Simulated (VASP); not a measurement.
Set up this calculation in VASP 6.6.1, as the native input.

| Quantity | Value |
| --- | --- |
| Task | single point |
| Functional | r2SCAN |
| Potentials or basis | VASP PAW PBE potentials, release 64 (Mg_sv, O) |
| Cutoff | 920 eV |
| k mesh | 10 × 10 × 10 |
| Occupations | gaussian, width 0.01 eV |
| Spin | no spin polarisation |
| Dipole correction | no |
| Further INCAR settings | ALGO = Normal; EDIFF = 1e-06; NBANDS = 15 |

MgO:

```
Mg O
1.0
     0.00000    2.10217    2.10217
     2.09481    0.00000    2.10217
     2.09481    2.10217    0.00000
Mg O
1 1
Direct
  0.00000 0.00000 0.00000
  0.50000 0.50000 0.50000
```

This cell differs from its parent crystal: uniaxial x strain -0.3%.

One way to write it, as run:

POSCAR

```
MgO
1.0
    0.0000000000      2.1021674158      2.1021674158
    2.0948098299      0.0000000000      2.1021674158
    2.0948098299      2.1021674158      0.0000000000
Mg O
1 1
Direct
    0.0000000000      0.0000000000      0.0000000000
    0.5000000000      0.5000000000      0.5000000000
```

INCAR.step1

```
  PREC = Accurate
  ENCUT = 920
  ISMEAR = 0
  SIGMA = 0.01
  LREAL = False
  LASPH = True
  NELM = 120
  NBANDS = 15
  GGA = PE
  ALGO = Normal
  EDIFF = 1E-5
  LWAVE = True
  LCHARG = False
  GGA_COMPAT = False
```

INCAR.step2

```
  PREC = Accurate
  ENCUT = 920
  EDIFF = 1E-6
  ISMEAR = 0
  SIGMA = 0.01
  LREAL = False
  LASPH = True
  NELM = 120
  ALGO = Normal
  ISIF = 2
  LWAVE = False
  LCHARG = False
  METAGGA = R2SCAN
  LMIXTAU = True
  NBANDS = 15
  ISTART = 1
  GGA_COMPAT = False
```

KPOINTS

```
regular mesh
0
Gamma
  10 10 10
```

Potentials or basis: VASP PAW PBE potentials, release 64 (Mg_sv, O).

Command:

```sh
$ cat potpaw_PBE.64/Mg_sv/POTCAR potpaw_PBE.64/O/POTCAR > POTCAR
$ cp INCAR.step1 INCAR
$ mpirun -np 1 vasp_std > vasp.out
$ cp INCAR.step2 INCAR
$ mpirun -np 1 vasp_std > vasp.out
```

Results of the run:

The pressure is 1.1 GPa. The band gap on the k mesh is 5.73 eV.

Caveat: the cell differs from its parent crystal (uniaxial x strain -0.3%); the PAW data sets were made with another functional, which shifts forces and pressure a little.

Run time: 3.3 min on 1 thread of AMD EPYC 7R43 64-Core Processor (Zen 3), with other jobs on the host, peak memory 0.18 GiB.
